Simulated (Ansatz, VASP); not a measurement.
**Hf2SnO6 in VASP and in Ansatz**

```
Hf Sn O
1.0
     3.57892    0.00000    0.00000
    -1.78946    3.09943    0.00000
     0.00000    0.00000    9.04883
Hf Sn O
2 1 6
Direct
  0.33333 0.66667 0.33592
  0.66667 0.33333 0.66408
  0.00000 0.00000 0.00000
  0.33333 0.66667 0.58078
  0.66667 0.33333 0.91432
  0.00000 0.00000 0.25228
  0.33333 0.66667 0.08568
  0.66667 0.33333 0.41922
  0.00000 0.00000 0.74772
```

Alike in both runs: task single point; functional PBE; k mesh 12 × 12 × 4; occupations gaussian, width 0.02 eV; no spin polarisation.

|  | VASP | Ansatz |
| --- | --- | --- |
| version | VASP 6.6.1 | Ansatz 0.2.0 |
| potentials or method | VASP PAW PBE potentials, release 64 (Hf_pv, Sn_d, O), cutoff 520 eV | scalar-relativistic, plane waves, PAW |
| valence electrons in the cell | 70 | 102 |

```csv
,VASP,Ansatz,Ansatz less VASP
gap on the k mesh at the Fermi level (eV),2.39,2.36,-0.026
least direct gap on the mesh (eV),3.04,3.03,-0.010
pressure (GPa),-2.2,0.0,+2.19
rms of the force components (eV/Å),0.050,0.002,-0.0486
```

Atom by atom the forces differ by 0.049 eV/Å (rms over components). VASP's potentials hold 70 valence electrons a cell and Ansatz's 102, so a difference there can come from the potentials and not from the codes.

Spin-orbit coupling is off throughout.
